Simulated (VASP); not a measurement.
# PbS: relaxation of shape and atoms at fixed volume with PBE

PbS:

```xyz
4
Lattice="4.0709 0.0000 0.0000 0.0000 4.0709 0.0000 0.0000 0.0000 5.7584" Properties=species:S:1:pos:R:3 pbc="T T T"
Pb    2.0354    0.0000    4.3185
Pb    0.0000    2.0354    1.4398
S     2.0354    0.0000    1.4433
S     0.0000    2.0354    4.3151
```

This cell differs from its parent crystal: volume scaled by 0.88.

```json
{
  "Program": "VASP 6.6.1",
  "Task": "relaxation of shape and atoms at fixed volume",
  "Functional": "PBE",
  "Potentials or basis": "VASP PAW PBE potentials, release 64 (Pb_d, S)",
  "Cutoff": "600 eV",
  "k mesh": "8 × 8 × 6",
  "Occupations": "gaussian, width 0.02 eV",
  "Spin": "no spin polarisation",
  "Dipole correction": "no",
  "Further INCAR settings": "ALGO = Normal; EDIFF = 1e-06; IBRION = 2; EDIFFG = -0.01; NSW = 50; ISIF = 4"
}
```

| Item | Value |
| --- | --- |
| Pressure after relaxing | 8.8 GPa |
| Largest force after relaxing | 0.007 eV/Å |
| Band gap on the k mesh | 0.02 eV |

Forces on the atoms (eV/Å):
```
Pb   0.000  0.000  0.003
Pb   0.000  0.000 -0.003
S    0.000  0.000  0.007
S    0.000  0.000 -0.007
```

Final structure:
```xyz
4
Lattice="4.0709 0.0000 0.0000 0.0000 4.0709 0.0000 0.0000 0.0000 5.7584" Properties=species:S:1:pos:R:3 pbc="T T T"
Pb    2.0354    0.0000    4.3185
Pb    0.0000    2.0354    1.4398
S     2.0354    0.0000    1.4433
S     0.0000    2.0354    4.3151
```

Levels at points of the mesh, in eV from the valence-band top:
```
           k point  band 16  band 17  band 18  band 19  band 20  band 21  band 22  band 23  band 24
(0.00, 0.00, 0.00)    -4.17    -4.17    -2.75    -2.75    -2.75     3.34     5.37     5.37     5.37
(0.50, 0.00, 0.00)    -4.46    -2.43    -2.43    -1.02    -1.02     1.24     1.24     2.21     2.21
(0.50, 0.50, 0.00)    -6.12    -4.17    -4.17    -4.17    -4.17     3.34     3.34     5.77     5.77
(0.00, 0.00, 0.50)    -3.49    -3.48    -3.48    -2.13    -2.10     2.32     2.37     4.25     4.26
(0.50, 0.00, 0.50)    -2.28    -2.28    -2.28     0.00     0.00     0.02     0.02     1.63     1.63
(0.50, 0.50, 0.50)    -5.27    -5.26    -5.26    -1.32    -1.32     2.02     2.02     4.52     4.54
```

Wall time 2.4 min on 1 thread of Intel Xeon 6975P-C, with other jobs on the host, peak memory 0.33 GiB.

Caveat: the relaxation stopped at its first step, so nothing moved; spin-orbit coupling is left out, which moves the levels of the heavy elements. A k mesh can miss the band edges.
